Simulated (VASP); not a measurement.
# BaTiO3: single point with PBE

BaTiO3:

```
CELL_PARAMETERS angstrom
4.00730 -0.04007 -0.04007
-0.04007 4.00730 -0.04007
-0.04007 -0.04007 4.00730
ATOMIC_POSITIONS crystal
Ba 0.50000 0.50000 0.50000
Ti 0.00000 0.00000 0.00000
O 0.50000 0.00000 0.00000
O 0.00000 0.50000 0.00000
O 0.00000 0.00000 0.50000
```

This cell differs from its parent crystal: equal xy, yz and zx shear strains of -2 %.

* Program: VASP 6.6.1
* Task: single point
* Functional: PBE
* Potentials or basis: VASP PAW PBE potentials, release 64 (Ba_sv, Ti_sv, O)
* Cutoff: 520 eV
* k mesh: 8 × 8 × 8
* Occupations: fermi-dirac, width 0.05 eV
* Spin: no spin polarisation

The pressure is 3.4 GPa. The band gap on the k mesh is 1.63 eV (least direct gap 1.70 eV).

Stress tensor (GPa, compression positive):
```
3.37 2.52 2.52
2.52 3.37 2.52
2.52 2.52 3.37
```

Levels at points of the mesh, in eV from the valence-band top:
| k point | band 17 | band 18 | band 19 | band 20 | band 21 | band 22 | band 23 | band 24 |
| --- | --- | --- | --- | --- | --- | --- | --- | --- |
| (0.00, 0.00, 0.00) | -1.08 | -0.23 | -0.23 | -0.07 | 1.63 | 1.73 | 1.73 | 3.84 |
| (0.50, 0.00, 0.00) | -1.90 | -1.81 | -0.84 | -0.66 | 1.86 | 3.42 | 3.44 | 3.85 |
| (0.50, 0.50, 0.00) | -1.75 | -0.94 | -0.87 | -0.12 | 3.41 | 3.46 | 3.85 | 4.69 |
| (0.50, 0.50, 0.50) | -2.32 | -0.04 | -0.04 | 0.00 | 4.05 | 4.12 | 4.12 | 6.53 |

Run time: 66 s on 1 thread of AMD EPYC 9R45 96-Core Processor (Zen 5) (shared host), peak memory 0.22 GiB.

Caveat: the cell differs from its parent crystal (equal xy, yz and zx shear strains of -2 %); the cell stands under pressure; spin-orbit coupling is left out, which moves the levels of the heavy elements. A k mesh can miss the band edges.
